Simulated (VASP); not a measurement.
Ag, 1 atom in the cell. It takes space group Im-3m (No. 229, cubic). Conventional cell: a = 3.341 Å, b = 3.341 Å, c = 3.341 Å, α = 90.00°, β = 90.00°, γ = 90.00°. Within 3.8 Å of Ag (site symmetry m-3m) lie 14 Ag at 2.89 to 3.34 Å. 

* Program: VASP 6.6.1
* Task: single point
* Functional: revPBE
* Potentials or basis: VASP PAW PBE potentials, release 64 (Ag)
* Cutoff: 520 eV
* k mesh: 15 × 15 × 15
* Occupations: fermi-dirac, width 0.1 eV
* Spin: no spin polarisation
* Dipole correction: no
* Further INCAR settings: ALGO = Normal; EDIFF = 1e-07; NBANDS = 12

Potentials or basis: VASP PAW PBE potentials, release 64 (Ag).

Command:

```bash
$ cat potpaw_PBE.64/Ag/POTCAR > POTCAR
$ mpirun -np 1 vasp_std > vasp.out
```

Hardware: 1 thread of Intel Xeon 6975P-C (shared host).

Q: Estimate the wall time of this run.

A: It took 12 s on 1 thread of Intel Xeon 6975P-C (shared host), peak memory 0.16 GiB. Counts: scf iterations 12, k points 120.
